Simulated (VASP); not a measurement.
Crystal: I.

```
CELL_PARAMETERS angstrom
-2.01500 2.01500 2.01500
2.01500 -2.01500 2.01500
2.01500 2.01500 -2.01500
ATOMIC_POSITIONS crystal
I 0.00000 0.00000 0.00000
```

| Quantity | Value |
| --- | --- |
| Program | VASP 6.6.1 |
| Task | relaxation of cell and atoms |
| Functional | PBE |
| Potentials or basis | VASP PAW PBE potentials, release 64 (I) |
| Cutoff | 500 eV |
| k mesh | 15 × 15 × 15 |
| Occupations | methfessel-paxton, width 0.02 eV |
| Spin | no spin polarisation |

At the start: pressure 2.7 GPa; volume 32.73 Å³/atom.

How do energy, volume and symmetry change on relaxing?

Over 3 steps the energy falls by 23.0 meV/atom and the volume is 35.76 Å³/atom (+9.3 %); space group Im-3m (No. 229, to 0.1 Å) before and after.

The path:
```csv
step,energy change (eV),largest force (eV/Å),pressure (GPa),volume (Å³)
1,0.0000,0.0000,2.67,32.73
2,-0.0227,0.0000,0.25,35.38
3,-0.0230,0.0000,-0.01,35.76
```

Final structure:
```xyz
1
Lattice="-2.0755 2.0755 2.0755 2.0755 -2.0755 2.0755 2.0755 2.0755 -2.0755" Properties=species:S:1:pos:R:3 pbc="T T T"
I     0.0000    0.0000    0.0000
```

Caveat: an odd number of electrons without spin polarisation forces a metal; a magnetic or distorted state may lie lower.
